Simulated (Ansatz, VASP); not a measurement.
## One calculation of TiAl, two programs

```
CELL_PARAMETERS angstrom
3.15618 0.00000 0.00000
0.00000 3.15618 0.00000
0.00000 0.00000 3.15618
ATOMIC_POSITIONS crystal
Ti 0.00000 0.00000 0.00000
Al 0.50000 0.50000 0.50000
```

Alike in both runs: functional PBEsol; k mesh 14 × 14 × 14; occupations gaussian, width 0.1 eV; no spin polarisation.

Ansatz relaxed the structure, and its values are those at the end. VASP's run is a single point on that final structure, the one shown.

|  | VASP | Ansatz |
| --- | --- | --- |
| version | VASP 6.6.1 | Ansatz 0.2.0 |
| potentials or method | VASP PAW PBE potentials, release 64 (Ti_sv, Al) | scalar-relativistic, plane waves, PAW |
| plane-wave cutoff (eV) | 520 | 420 |
| valence electrons in the cell | 15 | 15 |

```csv
,VASP,Ansatz,Ansatz less VASP
gap on the k mesh at the Fermi level (eV),none,none,-
pressure (GPa),0.0,0.0,-0.09
```

VASP's potentials were made for PBE, not for PBEsol, and Ansatz warns of the same on its side. A gap of «none» marks a metal or a gap that the smearing closes. With one functional, cell and mesh, what is left measures potentials, basis and numerics. Ansatz's warnings: stress scf threshold loose.
